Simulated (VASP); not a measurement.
# Cu in VASP: notebook, part 2 of 2

VASP 6.6.1. The steps go on from the part before.

**4. Single point, r2SCAN50**

Input file POSCAR:

```
Cu
1.0
    2.5340966698      0.0000000000      0.0000000000
   -1.2670483349      2.1945920917      0.0000000000
    0.0000000000      0.0000000000      4.1125710000
Cu
2
Direct
    0.6666666667      0.3333333333      0.7500000000
    0.3333333333      0.6666666667      0.2500000000
```

Input file INCAR.step1:

```
SYSTEM = Cu
PREC = Accurate ; ENCUT = 520
EDIFF = 1E-5 ; ISMEAR = -1
SIGMA = 0.05 ; LREAL = .False.
LASPH = .True. ; NELM = 80
ALGO = Normal ; ISIF = 2
LWAVE = .True. ; LCHARG = .False.
GGA = PE ; NBANDS = 18
```

Input file INCAR.step2:

```
SYSTEM = Cu
PREC = Accurate ; ENCUT = 520
EDIFF = 1E-7 ; ISMEAR = -1
SIGMA = 0.05 ; LREAL = .False.
LASPH = .True. ; NELM = 80
ALGO = Normal ; ISIF = 2
LWAVE = .False. ; LCHARG = .False.
METAGGA = R2SCAN ; LHFCALC = .True.
AEXX = 0.5 ; LMIXTAU = .True.
PRECFOCK = Normal ; ISTART = 1
NBANDS = 18
```

Input file KPOINTS:

```
regular mesh
0
Gamma
  6 6 4
  0 0 0
```

Potentials or basis: VASP PAW PBE potentials, release 64 (Cu).

On the command line:

```sh
> cat potpaw_PBE.64/Cu/POTCAR > POTCAR
> cp INCAR.step1 INCAR
> mpirun -np 1 vasp_std > vasp.out
> cp INCAR.step2 INCAR
> mpirun -np 1 vasp_std > vasp.out
```

OUTCAR:

```text
SYSTEM = Cu
   PREC = Accurate
   ENCUT = 520
   EDIFF = 1E-7
   ISMEAR = -1
   LREAL = .False.
   LASPH = .True.
   NELM = 80
   ISIF = 2
   METAGGA = R2SCAN
   LHFCALC = .True.
   AEXX = 0.5
   PRECFOCK = Normal
   ISTART = 1

 ion  position               nearest neighbor table
   1  0.667  0.333  0.750-   2 2.52   2 2.52   2 2.52   2 2.52   2 2.52   2 2.52
   2  0.333  0.667  0.250-   1 2.52   1 2.52   1 2.52   1 2.52   1 2.52   1 2.52

  LATTYP: Found a hexagonal cell.
 ALAT       =     2.5340966698
 C/A-ratio  =     1.6228942838

  Lattice vectors:

 A1 = (   2.5340966698,   0.0000000000,   0.0000000000)
 A2 = (  -1.2670483349,   2.1945920917,   0.0000000000)
 A3 = (   0.0000000000,   0.0000000000,   4.1125710000)

Analysis of symmetry for initial positions (statically):
=====================================================================
 Subroutine PRICEL returns:
 Original cell was already a primitive cell.

 Routine SETGRP: Setting up the symmetry group for a
 hexagonal supercell.

 Subroutine GETGRP returns: Found 24 space group operations
 (whereof 12 operations were pure point group operations)
 out of a pool of 24 trial point group operations.

The static configuration has the point symmetry D_3d.
 The point group associated with its full space group is D_6h.

Analysis of symmetry for dynamics (positions and initial velocities):
=====================================================================
 Subroutine PRICEL returns:
 Original cell was already a primitive cell.

 Routine SETGRP: Setting up the symmetry group for a
 hexagonal supercell.

 Subroutine GETGRP returns: Found 24 space group operations
 (whereof 12 operations were pure point group operations)
 out of a pool of 24 trial point group operations.

[... 119 lines left out ...]
  Fermi-wavevector in a.u.,A,eV,Ry     =   1.616041  3.053874 35.532800  2.611587
  Thomas-Fermi vector in A             =   2.710691
   LORBIT       =      0    0 simple, 1 ext, 2 COOP (PROOUT), +10 PAW based schemes
   METAGGA = R2SCAN    functional components
   LHFCALC =     T    Hartree Fock is set to
   PRECFOCK=normal    Normal, Fast or Accurate (Low or Medium for compatibility)
   ENCUT4O =  -1.0   cutoff for four orbital integrals eV
   NKREDX  =     1    reduce k-point grid by
   NKREDY  =     1    reduce k-point grid by
   NKREDZ  =     1    reduce k-point grid by
   AEXX    =    0.5000 exact exchange contribution
   HFSCREEN=    0.0000 screening length (either q_TF or 0.3 A-1)
   HFSCREENC=   0.0000 screening length for correlation (either q_TF or 0.3 A-1)
   ENCUTFOCK=  -1.0 apply spherical cutoff to Coloumb kernel
   IVDW    =     0    specifies the selected vdW correction
   LEPSILON=     F    determine dielectric tensor
   LRPA    =     F    only Hartree local field effects (RPA)
 non-spin polarized calculation
  energy-cutoff  :      520.00
  volume of cell :       22.87
 maximum number of plane-waves:       640
 NGX is ok and might be reduce to    20
  NGX = 16; NGY = 16; NGZ = 24

 number of electron      21.9999978 magnetization

 Free energy of the ion-electron system (eV)
  ---------------------------------------------------
  ext. energy  EPLUGINS =         0.00000000
  ---------------------------------------------------
  free energy    TOTEN  =       -16.05984668 eV

  energy without entropy =      -16.05506594  energy(sigma->0) =      -16.05745631

 E-fermi :   6.3950     XC(G=0):  -7.5275

 val. band max:        6.2751310766   @ k =   0.3333   0.1667   0.2500
 cond. band min:       7.7359900213   @ k =   0.5000  -0.0000   0.0000
 fundamental gap:      1.4608589447
 Fermi energy:         6.3950264094

 k-point     1 :       0.0000    0.0000    0.0000
  band No.  band energies     occupation
      1      -5.0655      2.00000
      2      -1.5284      2.00000
      3       0.4721      2.00000
      4       0.4958      2.00000
      5       0.4958      2.00000
      6       0.7327      2.00000
[... 418 lines left out ...]
      5       0.3999      2.00000
      6       0.3999      2.00000
[... 10 lines left out ...]
     17      32.5590      0.00000
     18      32.5590      0.00000

------------------------ aborting loop because EDIFF is reached ----------------------------------------

  FORCE on cell =-STRESS in cart. coord.  units (eV):
  Direction    XX          YY          ZZ          XY          YZ          ZX
  --------------------------------------------------------------------------------------
  -------------------------------------------------------------------------------------
  Total        1.2528305      1.2528305      0.7733695      0.0000000     -0.0000000      0.0000000
  in kB       87.7632142     87.7632142     54.1760375      0.0000000     -0.0000000      0.0000000
  external PRESSURE =      76.5674887 kB  Pullay stress =       0.0000000 kB

 VOLUME and BASIS-vectors are now :
 -----------------------------------------------------------------------------
  energy-cutoff  :      520.00
  volume of cell :       22.87
      direct lattice vectors                 reciprocal lattice vectors
     2.534096670  0.000000000  0.000000000     0.394617937  0.227832772  0.000000000
    -1.267048335  2.194592092  0.000000000     0.000000000  0.455665544  0.000000000
     0.000000000  0.000000000  4.112571000     0.000000000  0.000000000  0.243156896

 POSITION                                       TOTAL-FORCE (eV/Angst)
 -----------------------------------------------------------------------------------
      1.26705      0.73153      3.08443         0.000000      0.000000      0.000000
     -0.00000      1.46306      1.02814        -0.000000     -0.000000     -0.000000
 -----------------------------------------------------------------------------------
    total drift:                               -0.000000     -0.000000      0.000000

  FREE ENERGIE OF THE ION-ELECTRON SYSTEM (eV)
  ---------------------------------------------------
  free  energy   TOTEN  =       -16.0598466781 eV

  energy  without entropy=      -16.0550659366  energy(sigma->0) =      -16.05745631
```

Run time: 22 min. Hardware: 1 thread of Intel Xeon 6975P-C (Granite Rapids), shared host; peak memory 0.15 GiB.

Results:

| Quantity | Value |
| --- | --- |
| Free energy | -16.0598 eV |
| Pressure | 7.7 GPa |
| Band gap on the k mesh | zero (band 11 reaches 13.69 eV, above the bottom of band 12 at 1.75 eV) |

Stress tensor (GPa, compression positive):
```
8.78 0.00 0.00
0.00 8.78 0.00
0.00 0.00 5.42
```

Caveat: the k points lie up to 0.48 Å⁻¹ apart; the PAW data sets were made with another functional, which shifts forces and pressure a little.

**5. Single point, BLYP**

Input file INCAR:

```
AGGAC = 1.0
AGGAX = 1.0
ALDAC = 0.0
ALDAX = 1.0
ALGO = Normal
EDIFF = 1E-7
ENCUT = 520
GGA = B5
ISIF = 2
ISMEAR = -1
LASPH = T
LCHARG = F
LREAL = F
LWAVE = F
NBANDS = 18
NELM = 80
PREC = Accurate
SIGMA = 0.05
```

Input file KPOINTS:

```
k-points
0
Gamma
  12 12 7
```

POSCAR is that of step 4.

On the command line:

```sh
> cat potpaw_PBE.64/Cu/POTCAR > POTCAR
> mpirun -np 1 vasp_std > vasp.out
```

Wall time 23 s (1 thread of AMD EPYC 9R45 (Zen 5), shared host); peak memory 0.12 GiB.

It converged, with:

* Free energy: -5.8110 eV
* Pressure: 16.7 GPa
* Band gap on the k mesh: zero (band 11 reaches 12.60 eV, above the bottom of band 12 at 6.47 eV)

Levels at points of the mesh, in eV from the Fermi level:
| k point | band 7 | band 8 | band 9 | band 10 | band 11 | band 12 | band 13 | band 14 | band 15 | band 16 |
| --- | --- | --- | --- | --- | --- | --- | --- | --- | --- | --- |
| (0.00, 0.00, 0.00) | -2.91 | -2.65 | -2.65 | -1.84 | -1.84 | -0.84 | 3.98 | 21.94 | 21.99 | 21.99 |
| (0.50, 0.00, 0.00) | -2.86 | -1.74 | -1.69 | -1.64 | 0.05 | 1.61 | 8.02 | 8.36 | 11.17 | 11.30 |

Caveat: the PAW data sets were made with another functional, which shifts forces and pressure a little.

**6. Single point, PBE**

Input file INCAR:

```
ALGO = Normal ; EDIFF = 1E-7
ENCUT = 520 ; GGA = PE
ISIF = 2 ; ISMEAR = 0
LASPH = T ; LCHARG = F
LREAL = F ; LWAVE = F
NBANDS = 18 ; NELM = 100
PREC = Accurate ; SIGMA = 0.012
```

KPOINTS is that of step 5.

POSCAR is that of step 5.

Potentials or basis: VASP PAW PBE potentials, release 64 (Cu).

On the command line:

```sh
> cat potpaw_PBE.64/Cu/POTCAR > POTCAR
> mpirun -np 1 vasp_std > vasp.out
```

Wall time 14 s (1 thread of AMD EPYC 9R45 (Zen 5), shared host); peak memory 0.12 GiB.

It converged, with:

```yaml
Free_energy: -7.3961 eV
Pressure: 7.8 GPa
Band_gap_on_the_k_mesh: zero (band 11 reaches 12.04 eV, above the bottom of band 12 at 6.07 eV)
```

Levels at points of the mesh, in eV from the Fermi level:
```csv
k point,band 9,band 10,band 11,band 12,band 13,band 14
"(0.00, 0.00, 0.00)",-2.52,-1.72,-1.72,-0.99,4.06,21.58
"(0.50, 0.00, 0.00)",-1.56,-1.52,0.04,1.65,7.99,8.42
```

**7. Summary**

```tsv
level	potentials or basis	cell	k mesh	cutoff (eV)	smearing	second run	grid for exact exchange (PRECFOCK)	gap on the mesh (eV)	pressure (GPa)
PBEsol	VASP PAW PBE potentials, release 64 (Cu)	a = 2.506, b = 2.516, c = 4.171 Å, angles 89.3, 89.4, 119.6°, 2 atoms	12 × 12 × 7	520	methfessel-paxton 0.2 eV	-	-	none	-0.8
PBE	VASP PAW PBE potentials, release 64 (Cu_sv_GW)	a = 2.534, b = 2.534, c = 4.113 Å, angles 90.0, 90.0, 120.0°, 2 atoms	10 × 10 × 6	700	fermi-dirac 0.1 eV	valence_matched	-	none	2.1
r2SCAN50	VASP PAW PBE potentials, release 64 (Cu)	a = 2.534, b = 2.534, c = 4.113 Å, angles 90.0, 90.0, 120.0°, 2 atoms	6 × 6 × 4	520	fermi-dirac 0.05 eV	-	Normal	none	7.7
BLYP	VASP PAW PBE potentials, release 64 (Cu)	a = 2.534, b = 2.534, c = 4.113 Å, angles 90.0, 90.0, 120.0°, 2 atoms	12 × 12 × 7	520	fermi-dirac 0.05 eV	-	-	none	16.7
PBE	VASP PAW PBE potentials, release 64 (Cu)	a = 2.534, b = 2.534, c = 4.113 Å, angles 90.0, 90.0, 120.0°, 2 atoms	12 × 12 × 7	520	gaussian 0.012 eV	-	-	none	7.8
```

Alike in all rows: task single point; no spin polarisation.

Caveats: some runs use coarse meshes; the PAW data sets were made with another functional, which shifts forces and pressure a little (some runs).

Total energies depend on the potentials used, so only differences within one code and one set of settings carry meaning.
